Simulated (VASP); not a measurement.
# K (Im-3m) in VASP: notebook

K is run at these levels: PBEsol+D3(BJ); tasks: single point.

Everything below comes from runs of VASP 6.6.1. Logs are shortened: lines on timing, memory, paths and dates and some standing lists are left out, and cuts for length are marked.

### Step 1. The cell of the first run

The structure is cubic, space group Im-3m (No. 229). The conventional cell has a = 5.085 Å, b = 5.085 Å, c = 5.085 Å, α = 90.00°, β = 90.00°, γ = 90.00°. Within 5.8 Å of K (site symmetry m-3m) lie 14 K at 4.40 to 5.09 Å.

### Step 2. Single point, PBEsol+D3(BJ)

INCAR

```
SYSTEM = K
ALGO = Normal
EDIFF = 1E-6
ENCUT = 500
GGA = PS
GGA_COMPAT = .False.
ISIF = 2
ISMEAR = -1
IVDW = 12
LASPH = .True.
LCHARG = .False.
LREAL = .False.
LWAVE = .False.
NBANDS = 10
NELM = 120
PREC = Accurate
SIGMA = 0.05
```

KPOINTS

```
k-points
0
Gamma
  5 5 5
  0 0 0
```

POSCAR

```
K
1.0
   -2.5427454150      2.5427454150      2.5427454150
    2.5427454150     -2.5427454150      2.5427454150
    2.5427454150      2.5427454150     -2.5427454150
K
1
Direct
    0.0000000000      0.0000000000      0.0000000000
```

Potentials or basis: VASP PAW PBE potentials, release 64 (K_sv).

Launch:

```
$ cat potpaw_PBE.64/K_sv/POTCAR > POTCAR
$ mpirun -np 1 vasp_std > vasp.out
```

OUTCAR:

```text
SYSTEM = K
   EDIFF = 1E-6
   ENCUT = 500
   GGA = PS
   ISIF = 2
   ISMEAR = -1
   IVDW = 12
   LASPH = .True.
   LREAL = .False.
   NELM = 120
   PREC = Accurate
 IVDW          = 12

 ion  position               nearest neighbor table
   1  0.000  0.000  0.000-

  LATTYP: Found a body centered cubic cell.
 ALAT       =     5.0854908300

  Lattice vectors:

 A1 = (  -2.5427454150,   2.5427454150,   2.5427454150)
 A2 = (   2.5427454150,  -2.5427454150,   2.5427454150)
 A3 = (   2.5427454150,   2.5427454150,  -2.5427454150)

Analysis of symmetry for initial positions (statically):
=====================================================================
 Subroutine PRICEL returns:
 Original cell was already a primitive cell.

 Routine SETGRP: Setting up the symmetry group for a
 body centered cubic supercell.

 Subroutine GETGRP returns: Found 48 space group operations
 (whereof 48 operations were pure point group operations)
 out of a pool of 48 trial point group operations.

The static configuration has the point symmetry O_h .

Analysis of symmetry for dynamics (positions and initial velocities):
=====================================================================
 Subroutine PRICEL returns:
 Original cell was already a primitive cell.

 Routine SETGRP: Setting up the symmetry group for a
 body centered cubic supercell.

 Subroutine GETGRP returns: Found 48 space group operations
 (whereof 48 operations were pure point group operations)
 out of a pool of 48 trial point group operations.

The dynamic configuration has the point symmetry O_h .

 Subroutine INISYM returns: Found 48 space group operations
 (whereof 48 operations are pure point group operations),
 and found     1 'primitive' translations

----------------------------------------------------------------------------------------

                                     Primitive cell

  volume of cell :      65.7610

  direct lattice vectors                    reciprocal lattice vectors
    -2.542745415  2.542745415  2.542745415     0.000000000  0.196637853  0.196637853
     2.542745415 -2.542745415  2.542745415     0.196637853  0.000000000  0.196637853
     2.542745415  2.542745415 -2.542745415     0.196637853  0.196637853  0.000000000

  length of vectors
     4.404164249  4.404164249  4.404164249     0.278087919  0.278087919  0.278087919

  position of ions in fractional coordinates (direct lattice)
     0.000000000  0.000000000  0.000000000

  ion indices of the primitive-cell ions
   primitive index   ion index
                 1           1

----------------------------------------------------------------------------------------

 KPOINTS: k-points

Automatic generation of k-mesh.
 Grid dimensions read from file:
 generate k-points for:    5    5    5

 Generating k-lattice:

  Cartesian coordinates                     Fractional coordinates (reciprocal lattice)
     0.000000000  0.039327571  0.039327571     0.200000000  0.000000000  0.000000000
     0.039327571  0.000000000  0.039327571     0.000000000  0.200000000  0.000000000
     0.039327571  0.039327571  0.000000000     0.000000000  0.000000000  0.200000000

  Length of vectors
     0.055617584  0.055617584  0.055617584

  Shift w.r.t. Gamma in fractional coordinates (k-lattice)
     0.000000000  0.000000000  0.000000000

 Subroutine IBZKPT returns following result:
 ===========================================

 Found     10 irreducible k-points:

 Following reciprocal coordinates:
            Coordinates               Weight
  0.000000  0.000000  0.000000      1.000000
  0.200000  0.000000  0.000000     12.000000
  0.400000  0.000000  0.000000     12.000000
  0.200000  0.200000  0.000000     24.000000
  0.400000  0.200000  0.000000     24.000000
  0.200000  0.200000  0.200000      8.000000
 -0.200000  0.200000  0.200000      6.000000
 -0.400000  0.400000  0.200000     24.000000
 -0.400000 -0.400000  0.200000      8.000000
 -0.400000  0.400000  0.400000      6.000000
   k-points           NKPTS =     10   k-points in BZ     NKDIM =     10   number of bands    NBANDS=     10
   number of dos      NEDOS =    301   number of ions     NIONS =      1
   total plane-waves  NPLWV =  32768
   dimension x,y,z NGX =    32 NGY =   32 NGZ =   32
   dimension x,y,z NGXF=    64 NGYF=   64 NGZF=   64
   ions per type =               1
   NGX,Y,Z   is equivalent  to a cutoff of  12.08, 12.08, 12.08 a.u.
   NGXF,Y,Z  is equivalent  to a cutoff of  24.16, 24.16, 24.16 a.u.
 SYSTEM =  K
   PREC   = accura    normal or accurate (medium, high low for compatibility)
   ISTART =      0    job   : 0-new  1-cont  2-samecut
   ICHARG =      2    charge: 1-file 2-atom 10-const
   ISPIN  =      1    spin polarized calculation?
   LNONCOLLINEAR =      F non collinear calculations
   LSORBIT =      F    spin-orbit coupling
   LASPH  =      T    aspherical Exc in radial PAW
   ENCUT  =  500.0 eV  36.75 Ry    6.06 a.u.   8.03  8.03  8.03*2*pi/ulx,y,z
   NELM   =    120;   NELMIN=  2; NELMDL= -5     # of ELM steps
   EDIFF  = 0.1E-05   stopping-criterion for ELM
   LREAL  =      F    real-space projection
   EDIFFG = 0.1E-04   stopping-criterion for IOM
   NSW    =      0    number of steps for IOM
   IBRION =     -1    ionic relax: 0-MD 1-quasi-New 2-CG
   NFREE  =      0    steps in history (QN), initial steepest desc. (CG)
   ISIF   =      2    stress and relaxation
   ISYM   =      2    0-nonsym 1-usesym 2-fastsym
   POTIM  = 0.5000    time-step for ionic-motion
   TEBEG  =    0.0;   TEEND  =   0.0 temperature during run
   PSTRESS=    0.0 pullay stress
   NELECT =       9.0000    total number of electrons
   NUPDOWN=      -1.0000    fix difference up-down
   EMIN   =  10.00;   EMAX   =-10.00  energy-range for DOS
   EFERMI =   0.00;   METHOD = LEGACY
   ISMEAR =    -1;   SIGMA  =   0.05  broadening in eV -4-tet -1-fermi 0-gaus
   EFERMI_NEDOS =   21; number of points for ismear=-14 and -15
   IALGO  =     38    algorithm
   IMIX   =      4    mixing-type and parameters
     AMIX     =   0.40;   BMIX     =  1.00
     AMIX_MAG =   1.60;   BMIX_MAG =  1.00
  volume/ion in A,a.u.               =      65.76       443.78
  Fermi-wavevector in a.u.,A,eV,Ry     =   0.843657  1.594281  9.684053  0.711758
  Thomas-Fermi vector in A             =   1.958560
   LORBIT       =      0    0 simple, 1 ext, 2 COOP (PROOUT), +10 PAW based schemes
   GGA     = PS    functional components
   LHFCALC =     F    Hartree Fock is set to
   AEXX    =    0.0000 exact exchange contribution
   IVDW    =    12    specifies the selected vdW correction
   LEPSILON=     F    determine dielectric tensor
   LRPA    =     F    only Hartree local field effects (RPA)
 non-spin polarized calculation
  energy-cutoff  :      500.00
  volume of cell :       65.76
 maximum number of plane-waves:      1686
   NGX = 15   NGY = 15   NGZ = 15

 number of electron       8.9999998 magnetization

 Free energy of the ion-electron system (eV)
  ---------------------------------------------------
  ext. energy  EPLUGINS =         0.00000000
  ---------------------------------------------------
  free energy    TOTEN  =        -1.13460877 eV

  energy without entropy =       -1.12264575  energy(sigma->0) =       -1.12862726

 E-fermi :   0.1338     XC(G=0):  -5.9829

 val. band max:       -0.2645028583   @ k =   0.4000   0.0000   0.0000
 cond. band min:       0.1731650275   @ k =  -0.4000   0.4000   0.2000
 fundamental gap:      0.4376678858
 Fermi energy:         0.1337753801

 k-point     1 :       0.0000    0.0000    0.0000
  band No.  band energies     occupation
      1     -31.8415      2.00000
      2     -15.3412      2.00000
      3     -15.3412      2.00000
      4     -15.3412      2.00000
      5      -2.2365      2.00000
      6       4.4862      0.00000
      7       4.4862      0.00000
      8       4.4862      0.00000
      9       5.4810      0.00000
     10       5.4810      0.00000

 k-point     2 :       0.2000    0.0000    0.0000
  band No.  band energies     occupation
      1     -31.8390      2.00000
      2     -15.3770      2.00000
      3     -15.3529      2.00000
      4     -15.3413      2.00000
      5      -1.7016      2.00000
      6       3.5556      0.00000
      7       3.9551      0.00000
      8       4.9379      0.00000
      9       5.2389      0.00000
     10       5.4236      0.00000

 k-point     3 :       0.4000    0.0000    0.0000
  band No.  band energies     occupation
      1     -31.8350      2.00000
      2     -15.4336      2.00000
      3     -15.3717      2.00000
      4     -15.3414      2.00000
      5      -0.2645      1.99931
      6       1.6622      0.00000
      7       3.3631      0.00000
      8       5.2869      0.00000
      9       5.7468      0.00000
     10       6.2149      0.00000

 k-point     4 :       0.2000    0.2000    0.0000
  band No.  band energies     occupation
      1     -31.8358      2.00000
      2     -15.4147      2.00000
      3     -15.3687      2.00000
      4     -15.3491      2.00000
      5      -0.7086      2.00000
      6       2.5498      0.00000
      7       3.0644      0.00000
      8       5.1592      0.00000
      9       5.3949      0.00000
     10       5.9531      0.00000

 k-point     5 :       0.4000    0.2000    0.0000
  band No.  band energies     occupation
      1     -31.8338      2.00000
      2     -15.4304      2.00000
      3     -15.3883      2.00000
      4     -15.3512      2.00000
      5       0.9182      0.00000
      6       1.0066      0.00000
      7       2.5961      0.00000
      8       4.9272      0.00000
      9       5.8635      0.00000
     10       5.9078      0.00000

 k-point     6 :       0.2000    0.2000    0.2000
  band No.  band energies     occupation
      1     -31.8342      2.00000
      2     -15.4171      2.00000
      3     -15.3744      2.00000
      4     -15.3744      2.00000
      5       0.5985      0.00018
      6       2.0064      0.00000
      7       2.0064      0.00000
      8       4.1742      0.00000
      9       6.0415      0.00000
     10       6.0415      0.00000

 k-point     7 :      -0.2000    0.2000    0.2000
  band No.  band energies     occupation
      1     -31.8367      2.00000
      2     -15.3817      2.00000
      3     -15.3652      2.00000
      4     -15.3652      2.00000
      5      -1.1918      2.00000
      6       3.5139      0.00000
      7       3.8595      0.00000
      8       3.8595      0.00000
      9       5.1018      0.00000
     10       5.9704      0.00000

 k-point     8 :      -0.4000    0.4000    0.2000
  band No.  band energies     occupation
      1     -31.8330      2.00000
      2     -15.4248      2.00000
      3     -15.3850      2.00000
      4     -15.3672      2.00000
      5       0.1732      0.62529
      6       1.9053      0.00000
      7       3.5326      0.00000
      8       3.8369      0.00000
      9       5.3242      0.00000
     10       6.1655      0.00000

 k-point     9 :      -0.4000   -0.4000    0.2000
  band No.  band energies     occupation
      1     -31.8314      2.00000
      2     -15.4155      2.00000
      3     -15.4155      2.00000
      4     -15.3732      2.00000
      5       1.4280      0.00000
      6       1.4280      0.00000
      7       2.3323      0.00000
      8       4.7256      0.00000
      9       4.7256      0.00000
     10       6.0698      0.00000

 k-point    10 :      -0.4000    0.4000    0.4000
  band No.  band energies     occupation
      1     -31.8299      2.00000
      2     -15.4125      2.00000
      3     -15.4063      2.00000
      4     -15.4063      2.00000
      5       1.1725      0.00000
      6       1.9055      0.00000
      7       3.7734      0.00000
      8       3.7735      0.00000
      9       3.8845      0.00000
     10       6.4257      0.00000

------------------------ aborting loop because EDIFF is reached ----------------------------------------

 Edisp (eV)   -0.13797

 E8    (eV) :    -0.1031

  FORCE on cell =-STRESS in cart. coord.  units (eV):
  Direction    XX          YY          ZZ          XY          YZ          ZX
  --------------------------------------------------------------------------------------
  -------------------------------------------------------------------------------------
  Total      -0.01381    -0.01381    -0.01381     0.00000    -0.00000     0.00000
  in kB      -0.33643    -0.33643    -0.33643     0.00000    -0.00000     0.00000
  external pressure =       -0.34 kB  Pullay stress =        0.00 kB

 VOLUME and BASIS-vectors are now :
 -----------------------------------------------------------------------------
  energy-cutoff  :      500.00
  volume of cell :       65.76
      direct lattice vectors                 reciprocal lattice vectors
    -2.542745415  2.542745415  2.542745415     0.000000000  0.196637853  0.196637853
     2.542745415 -2.542745415  2.542745415     0.196637853  0.000000000  0.196637853
     2.542745415  2.542745415 -2.542745415     0.196637853  0.196637853  0.000000000

 POSITION                                       TOTAL-FORCE (eV/Angst)
 -----------------------------------------------------------------------------------
      0.00000      0.00000      0.00000        -0.000000     -0.000000      0.000000
 -----------------------------------------------------------------------------------
    total drift:                                0.000000      0.000000     -0.000000

  FREE ENERGIE OF THE ION-ELECTRON SYSTEM (eV)
  ---------------------------------------------------
  free  energy   TOTEN  =        -1.2725755815 eV

  energy  without entropy=       -1.2606125544  energy(sigma->0) =       -1.26659407
```

It used 9.8 s of CPU time on 1 thread of Intel Xeon 8259CL, on a shared host.

Results:

| Property | Result |
| --- | --- |
| Free energy | -1.2726 eV |
| Pressure | 0.0 GPa |
| Dispersion energy per atom | -0.138 eV |

Caveat: three body term missing; the PAW data sets were made with another functional, which shifts forces and pressure a little; pairwise dispersion overbinds metals, which lowers pressure and volume.

[end of part 1 of 2]
